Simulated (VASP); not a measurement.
## MoS2: single point with PBEsol

The system is MoS2.

```
CELL_PARAMETERS angstrom
3.11164 0.00000 0.00000
-1.55582 2.69476 0.00000
0.00000 0.00000 18.66663
ATOMIC_POSITIONS crystal
Mo 0.00000 0.00000 0.00024
Mo 0.66667 0.33333 0.33357
Mo 0.33333 0.66667 0.66690
S 0.33333 0.66667 0.24953
S 0.66667 0.33333 0.08424
S 0.00000 0.00000 0.58286
S 0.33333 0.66667 0.41757
S 0.66667 0.33333 0.91619
S 0.00000 0.00000 0.75090
```

This cell differs from its parent crystal: equal strain along all axes, cell held: -1.0 %, then relaxed in part.

| Quantity | Value |
| --- | --- |
| Program | VASP 6.6.1 |
| Task | single point |
| Functional | PBEsol |
| Potentials or basis | VASP PAW PBE potentials, release 64 (Mo_sv, S) |
| Cutoff | 520 eV |
| k mesh | 12 × 12 × 2 |
| Occupations | gaussian, width 0.02 eV |
| Spin | no spin polarisation |
| Dipole correction | no |
| Further INCAR settings | ALGO = Normal; EDIFF = 1e-06; NBANDS = 49 |

```yaml
Pressure: 2.1 GPa
Band_gap_on_the_k_mesh: 0.99 eV
```

Stress tensor (GPa, compression positive):
```
3.00 0.00 0.00
0.00 3.00 0.00
0.00 0.00 0.30
```

Levels at points of the mesh, in eV from the valence-band top:
```csv
k point,band 37,band 38,band 39,band 40,band 41,band 42
"(0.00, 0.00, 0.00)",-1.26,-0.14,-0.14,2.35,2.35,2.41
"(0.50, 0.00, 0.00)",-1.31,-1.31,-1.17,1.94,1.97,1.97
"(0.00, 0.00, 0.50)",-0.56,-0.56,0.00,2.36,2.36,2.36
"(0.50, 0.00, 0.50)",-1.30,-1.21,-1.21,1.95,1.95,1.98
```

Run time: 3 min on 1 thread of AMD EPYC 9R45 96-Core Processor (Zen 5), on a shared host, peak memory 0.36 GiB.

Caveat: the cell differs from its parent crystal (equal strain along all axes, cell held: -1.0 %, then relaxed in part); the PAW data sets were made with another functional, which shifts forces and pressure a little; this functional lacks dispersion, which binds the layers, so the pressure and a relaxed spacing across them are unreliable. A k mesh can miss the band edges.
